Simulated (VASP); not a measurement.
Pt, 2 atoms in the cell. It takes space group P6_3/mmc (No. 194, hexagonal). The conventional cell has a = 2.816 Å, b = 2.816 Å, c = 4.562 Å, α = 90.00°, β = 90.00°, γ = 120.00°. Within 3.7 Å of Pt (site symmetry -6m2) lie 12 Pt at 2.80 to 2.82 Å. 

| Property | Result |
| --- | --- |
| Program | VASP 6.6.1 |
| Task | relaxation of cell and atoms |
| Functional | PBE |
| Potentials or basis | VASP PAW PBE potentials, release 64 (Pt) |
| Cutoff | 600 eV |
| k mesh | 17 × 17 × 9 |
| Occupations | fermi-dirac, width 0.05 eV |
| Spin | no spin polarisation |
| Dipole correction | no |
| Further INCAR settings | ALGO = Normal; EDIFF = 1e-06; IBRION = 2; EDIFFG = -0.005; NSW = 60; ISIF = 3 |

Potentials or basis: VASP PAW PBE potentials, release 64 (Pt).

The run is started by

```sh
$ cat potpaw_PBE.64/Pt/POTCAR > POTCAR
$ mpirun -np 1 vasp_std > vasp.out
```

Hardware: 1 thread of Intel Xeon 6975P-C (shared host).

**Question.** How long does it take, and how much memory?

**Answer.** Wall time 2.5 min on 1 thread of Intel Xeon 6975P-C, with other jobs on the host, peak memory 0.23 GiB. Counts: scf iterations 52, k points 165, ion steps 8.
